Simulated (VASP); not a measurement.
# CuI (Marshite) (F-43m) in VASP: settings compared, part 2 of 2

VASP 6.6.1. Earlier steps stand in the parts before.

**3. Single point, PBEsol+D3(BJ)**

File INCAR:

```
SYSTEM = CuI
PREC = Accurate ; ENCUT = 520
EDIFF = 1E-6 ; ISMEAR = -1
SIGMA = 0.05 ; LREAL = .False.
LASPH = .True. ; NELM = 100
ALGO = Normal ; ISIF = 2
LWAVE = .False. ; LCHARG = .True.
GGA = PS ; IVDW = 12
LELF = .True. ; LVHAR = .True.
NBANDS = 16
```

File KPOINTS:

```
Automatic mesh
0
Gamma
  8 8 8
  0 0 0
```

File POSCAR:

```
CuI
1.0
    0.0000000000      2.9302874095      2.9302874095
    2.9302874095      0.0000000000      2.9302874095
    2.9302874095      2.9302874095      0.0000000000
I Cu
1 1
Direct
    0.0000000000      0.0000000000      0.0000000000
    0.7500000000      0.7500000000      0.7500000000
```

Potentials or basis: VASP PAW PBE potentials, release 64 (I, Cu).

Launch:

```sh
$ cat potpaw_PBE.64/I/POTCAR potpaw_PBE.64/Cu/POTCAR > POTCAR
$ mpirun -np 1 vasp_std > vasp.out
```

OUTCAR:

```text
SYSTEM = CuI
   PREC = Accurate
   ENCUT = 520
   EDIFF = 1E-6
   ISMEAR = -1
   LREAL = .False.
   LASPH = .True.
   NELM = 100
   ISIF = 2
   GGA = PS
   IVDW = 12
 IVDW          = 12

 ion  position               nearest neighbor table
   1  0.000  0.000  0.000-   2 2.54   2 2.54   2 2.54   2 2.54
   2  0.750  0.750  0.750-   1 2.54   1 2.54   1 2.54   1 2.54

  LATTYP: Found a face centered cubic cell.
 ALAT       =     5.8605748190

  Lattice vectors:

 A1 = (   0.0000000000,   2.9302874095,   2.9302874095)
 A2 = (   2.9302874095,   0.0000000000,   2.9302874095)
 A3 = (   2.9302874095,   2.9302874095,   0.0000000000)

Analysis of symmetry for initial positions (statically):
=====================================================================
 Subroutine PRICEL returns:
 Original cell was already a primitive cell.

 Routine SETGRP: Setting up the symmetry group for a
 face centered cubic supercell.

 Subroutine GETGRP returns: Found 24 space group operations
 (whereof 24 operations were pure point group operations)
 out of a pool of 48 trial point group operations.

The static configuration has the point symmetry T_d .

Analysis of symmetry for dynamics (positions and initial velocities):
=====================================================================
 Subroutine PRICEL returns:
 Original cell was already a primitive cell.

 Routine SETGRP: Setting up the symmetry group for a
 face centered cubic supercell.

 Subroutine GETGRP returns: Found 24 space group operations
 (whereof 24 operations were pure point group operations)
 out of a pool of 48 trial point group operations.

The dynamic configuration has the point symmetry T_d .

 Subroutine INISYM returns: Found 24 space group operations
 (whereof 24 operations are pure point group operations),
 and found     1 'primitive' translations

----------------------------------------------------------------------------------------

                                     Primitive cell

  volume of cell :      50.3223

  direct lattice vectors                    reciprocal lattice vectors
     0.000000000  2.930287409  2.930287409    -0.170631727  0.170631727  0.170631727
     2.930287409  0.000000000  2.930287409     0.170631727 -0.170631727  0.170631727
     2.930287409  2.930287409  0.000000000     0.170631727  0.170631727 -0.170631727

  length of vectors
     4.144052196  4.144052196  4.144052196     0.295542820  0.295542820  0.295542820

  position of ions in fractional coordinates (direct lattice)
     0.000000000  0.000000000  0.000000000
     0.750000000  0.750000000  0.750000000

  ion indices of the primitive-cell ions
   primitive index   ion index
                 1           1
                 2           2

----------------------------------------------------------------------------------------

 KPOINTS: Automatic mesh

Automatic generation of k-mesh.
 Grid dimensions read from file:
 generate k-points for:    8    8    8

 Generating k-lattice:

  Cartesian coordinates                     Fractional coordinates (reciprocal lattice)
    -0.021328966  0.021328966  0.021328966     0.125000000  0.000000000  0.000000000
     0.021328966 -0.021328966  0.021328966     0.000000000  0.125000000  0.000000000
     0.021328966  0.021328966 -0.021328966     0.000000000  0.000000000  0.125000000

  Length of vectors
     0.036942852  0.036942852  0.036942852

  Shift w.r.t. Gamma in fractional coordinates (k-lattice)
     0.000000000  0.000000000  0.000000000

 Subroutine IBZKPT returns following result:
 ===========================================

 Found     29 irreducible k-points:

 Following reciprocal coordinates:
            Coordinates               Weight
  0.000000  0.000000  0.000000      1.000000
  0.125000  0.000000  0.000000      8.000000
  0.250000  0.000000  0.000000      8.000000
  0.375000  0.000000  0.000000      8.000000
  0.500000  0.000000  0.000000      4.000000
  0.125000  0.125000  0.000000      6.000000
[... 16 lines left out ...]
  0.500000  0.250000  0.125000     48.000000
 -0.375000  0.250000  0.125000     24.000000
 [... further k-points ...]
   k-points           NKPTS =     29   k-points in BZ     NKDIM =     29   number of bands    NBANDS=     16
   number of dos      NEDOS =    301   number of ions     NIONS =      2
   total plane-waves  NPLWV =  32768
   dimension x,y,z NGX =    32 NGY =   32 NGZ =   32
   dimension x,y,z NGXF=    64 NGYF=   64 NGZF=   64
   ions per type =               1   1
   NGX,Y,Z   is equivalent  to a cutoff of  12.84, 12.84, 12.84 a.u.
   NGXF,Y,Z  is equivalent  to a cutoff of  25.67, 25.67, 25.67 a.u.
 SYSTEM =  CuI
   PREC   = accura    normal or accurate (medium, high low for compatibility)
   ISTART =      0    job   : 0-new  1-cont  2-samecut
   ICHARG =      2    charge: 1-file 2-atom 10-const
   ISPIN  =      1    spin polarized calculation?
   LNONCOLLINEAR =      F non collinear calculations
   LSORBIT =      F    spin-orbit coupling
   LASPH  =      T    aspherical Exc in radial PAW
   ENCUT  =  520.0 eV  38.22 Ry    6.18 a.u.   7.71  7.71  7.71*2*pi/ulx,y,z
   NELM   =    100;   NELMIN=  2; NELMDL= -5     # of ELM steps
   EDIFF  = 0.1E-05   stopping-criterion for ELM
   LREAL  =      F    real-space projection
   EDIFFG = 0.1E-04   stopping-criterion for IOM
   NSW    =      0    number of steps for IOM
   IBRION =     -1    ionic relax: 0-MD 1-quasi-New 2-CG
   NFREE  =      0    steps in history (QN), initial steepest desc. (CG)
   ISIF   =      2    stress and relaxation
   ISYM   =      2    0-nonsym 1-usesym 2-fastsym
   POTIM  = 0.5000    time-step for ionic-motion
   TEBEG  =    0.0;   TEEND  =   0.0 temperature during run
   PSTRESS=    0.0 pullay stress
   NELECT =      18.0000    total number of electrons
   NUPDOWN=      -1.0000    fix difference up-down
   EMIN   =  10.00;   EMAX   =-10.00  energy-range for DOS
   EFERMI =   0.00;   METHOD = LEGACY
   ISMEAR =    -1;   SIGMA  =   0.05  broadening in eV -4-tet -1-fermi 0-gaus
   EFERMI_NEDOS =   21; number of points for ismear=-14 and -15
   IALGO  =     38    algorithm
   IMIX   =      4    mixing-type and parameters
     AMIX     =   0.40;   BMIX     =  1.00
     AMIX_MAG =   1.60;   BMIX_MAG =  1.00
  volume/ion in A,a.u.               =      25.16       169.80
  Fermi-wavevector in a.u.,A,eV,Ry     =   1.162105  2.196060 18.374512  1.350489
  Thomas-Fermi vector in A             =   2.298670
   LORBIT       =      0    0 simple, 1 ext, 2 COOP (PROOUT), +10 PAW based schemes
   GGA     = PS    functional components
   LHFCALC =     F    Hartree Fock is set to
   AEXX    =    0.0000 exact exchange contribution
   IVDW    =    12    specifies the selected vdW correction
   LEPSILON=     F    determine dielectric tensor
   LRPA    =     F    only Hartree local field effects (RPA)
 non-spin polarized calculation
  energy-cutoff  :      520.00
  volume of cell :       50.32
 maximum number of plane-waves:      1366
   NGX = 15   NGY = 15   NGZ = 15

 number of electron      17.9999989 magnetization

 Free energy of the ion-electron system (eV)
  ---------------------------------------------------
  ext. energy  EPLUGINS =         0.00000000
  ---------------------------------------------------
  free energy    TOTEN  =        -6.30515994 eV

  energy without entropy =       -6.30515992  energy(sigma->0) =       -6.30515993

 E-fermi :   6.1369     XC(G=0):  -9.6161

 val. band max:        5.4441611162   @ k =   0.0000   0.0000   0.0000
 cond. band min:       6.7604755101   @ k =   0.0000   0.0000   0.0000
 fundamental gap:      1.3163143940
 Fermi energy:         6.1369286379

 k-point     1 :       0.0000    0.0000    0.0000
  band No.  band energies     occupation
      1      -9.1616      2.00000
      2       1.2998      2.00000
      3       1.2998      2.00000
      4       1.2998      2.00000
      5       3.1050      2.00000
      6       3.1050      2.00000
[... 8 lines left out ...]
     15      15.2088      0.00000
     16      15.2088      0.00000
[... 419 lines left out ...]
 k-point    24 :      -0.3750    0.2500    0.1250
  band No.  band energies     occupation
      1      -8.3195      2.00000
      2      -0.5159      2.00000
      3       0.7356      2.00000
      4       1.3153      2.00000
      5       3.0235      2.00000
      6       3.1159      2.00000
[... 8 lines left out ...]
     15      16.2953      0.00000
     16      17.0475      0.00000

 [... further k-points ...]

------------------------ aborting loop because EDIFF is reached ----------------------------------------

 Edisp (eV)   -0.70626

 E8    (eV) :    -0.4677

  FORCE on cell =-STRESS in cart. coord.  units (eV):
  Direction    XX          YY          ZZ          XY          YZ          ZX
  --------------------------------------------------------------------------------------
  -------------------------------------------------------------------------------------
  Total       0.13762     0.13762     0.13762     0.00000    -0.00000     0.00000
  in kB       4.38170     4.38170     4.38170     0.00000    -0.00000     0.00000
  external pressure =        4.38 kB  Pullay stress =        0.00 kB

 VOLUME and BASIS-vectors are now :
 -----------------------------------------------------------------------------
  energy-cutoff  :      520.00
  volume of cell :       50.32
      direct lattice vectors                 reciprocal lattice vectors
     0.000000000  2.930287409  2.930287409    -0.170631727  0.170631727  0.170631727
     2.930287409  0.000000000  2.930287409     0.170631727 -0.170631727  0.170631727
     2.930287409  2.930287409  0.000000000     0.170631727  0.170631727 -0.170631727

 POSITION                                       TOTAL-FORCE (eV/Angst)
 -----------------------------------------------------------------------------------
      0.00000      0.00000      0.00000        -0.000000     -0.000000     -0.000000
      4.39543      4.39543      4.39543         0.000000      0.000000      0.000000
 -----------------------------------------------------------------------------------
    total drift:                               -0.000000     -0.000000     -0.000000

  FREE ENERGIE OF THE ION-ELECTRON SYSTEM (eV)
  ---------------------------------------------------
  free  energy   TOTEN  =        -7.0114246318 eV

  energy  without entropy=       -7.0114246100  energy(sigma->0) =       -7.01142462
```

OSZICAR:

```text
N       E                     dE             d eps       ncg     rms          rms(c)
DAV:   1     0.906921924752E+02    0.90692E+02   -0.76822E+03   928   0.125E+03
DAV:   2    -0.959298904857E+00   -0.91651E+02   -0.83985E+02   976   0.227E+02
DAV:   3    -0.653118273697E+01   -0.55719E+01   -0.54886E+01  1224   0.596E+01
DAV:   4    -0.667615744784E+01   -0.14497E+00   -0.14492E+00  1152   0.902E+00
DAV:   5    -0.668309781022E+01   -0.69404E-02   -0.69402E-02  1360   0.216E+00    0.669E+00
DAV:   6    -0.658328307959E+01    0.99815E-01   -0.46027E+00   928   0.602E+01    0.431E+00
DAV:   7    -0.630941208913E+01    0.27387E+00   -0.10796E+00  1040   0.368E+01    0.188E+00
DAV:   8    -0.630996513011E+01   -0.55304E-03   -0.66303E-02  1408   0.464E+00    0.693E-01
DAV:   9    -0.630516891530E+01    0.47962E-02   -0.15390E-02  1184   0.363E+00    0.263E-01
DAV:  10    -0.630525956447E+01   -0.90649E-04   -0.73811E-04  1184   0.203E-01    0.207E-01
DAV:  11    -0.630515349478E+01    0.10607E-03   -0.29300E-04  1240   0.565E-01    0.339E-02
DAV:  12    -0.630515965539E+01   -0.61606E-05   -0.14153E-04  1496   0.251E-01    0.444E-02
DAV:  13    -0.630515994213E+01   -0.28674E-06   -0.72892E-06  1032   0.186E-02
   1 F= -.70114246E+01 E0= -.70114246E+01  d E =-.217975E-07
```

It took 9.3 s on 1 thread of Intel Xeon 6975P-C (Granite Rapids), shared host; peak memory 0.19 GiB.

Results:

```yaml
Free_energy: -7.0114 eV
Pressure: 0.4 GPa
Band_gap_on_the_k_mesh: 1.32 eV, direct
Dispersion_energy_per_atom: -0.353 eV
```

Caveat: the PAW data sets were made with another functional, which shifts forces and pressure a little; spin-orbit coupling is left out, which moves the levels of the heavy elements.

**4. Single point, PBE**

This run uses another cell than the first one, of 27.86 Å³/atom, 1.106 times its volume.

File INCAR:

```
SYSTEM = CuI
ALGO = Normal ; EDIFF = 1E-6
ENCUT = 520 ; GGA = PE
ISIF = 2 ; ISMEAR = 0
LASPH = .True. ; LCHARG = .True.
LELF = .True. ; LREAL = .False.
LVHAR = .True. ; LWAVE = .False.
NBANDS = 16 ; NELM = 80
PREC = Accurate ; SIGMA = 0.022
```

File KPOINTS:

```
k-points
0
Gamma
  8 8 8
  0 0 0
```

File POSCAR:

```
CuI
1.0
    0.0000000000      3.0315000000      3.0315000000
    3.0315000000      0.0000000000      3.0315000000
    3.0315000000      3.0315000000      0.0000000000
I Cu
1 1
Direct
    0.0000000000      0.0000000000      0.0000000000
    0.7500000000      0.7500000000      0.7500000000
```

Launch:

```sh
$ cat potpaw_PBE.64/I/POTCAR potpaw_PBE.64/Cu/POTCAR > POTCAR
$ mpirun -np 1 vasp_std > vasp.out
```

Wall time 8.7 s (1 thread of Intel Xeon 6975P-C (Granite Rapids), shared host); peak memory 0.18 GiB.

The run converged. Its results:

```yaml
Free_energy: -5.5620 eV
Pressure: 0.7 GPa
Band_gap_on_the_k_mesh: 1.14 eV, direct
```

Levels at points of the mesh, in eV from the valence-band top:
```csv
k point,band 5,band 6,band 7,band 8,band 9,band 10,band 11,band 12,band 13,band 14
"(0.00, 0.00, 0.00)",-1.85,-1.85,0.00,0.00,0.00,1.14,4.87,4.87,4.87,8.18
"(0.50, 0.00, 0.00)",-1.82,-1.82,-1.78,-0.71,-0.71,2.16,5.41,5.41,7.41,9.12
"(0.50, 0.50, 0.00)",-1.88,-1.79,-1.77,-1.50,-1.50,2.72,2.91,9.19,9.76,9.76
```

Caveat: spin-orbit coupling is left out, which moves the levels of the heavy elements.

**5. Overview**

| level | potentials or basis | cell | smearing | gap on the mesh (eV) | pressure (GPa) |
| --- | --- | --- | --- | --- | --- |
| LDA | VASP PAW LDA potentials, release 64 (I, Cu) | a = 4.145 Å, angles 60.0°, 2 atoms | fermi-dirac 0.05 eV | 1.28 | 0.2 |
| PBEsol+D3(BJ) | VASP PAW PBE potentials, release 64 (I, Cu) | a = 4.144 Å, angles 60.0°, 2 atoms | fermi-dirac 0.05 eV | 1.32 | 0.4 |
| PBE | VASP PAW PBE potentials, release 64 (I, Cu) | a = 4.287 Å, angles 60.0°, 2 atoms | gaussian 0.022 eV | 1.14 | 0.7 |

Alike in all rows: task single point; no spin polarisation; k mesh 8 × 8 × 8; cutoff (eV) 520.

Caveats: spin-orbit coupling is left out, which moves the levels of the heavy elements; the PAW data sets were made with another functional, which shifts forces and pressure a little (some runs).

Total energies depend on the potentials used, so only differences within one code and one set of settings carry meaning.
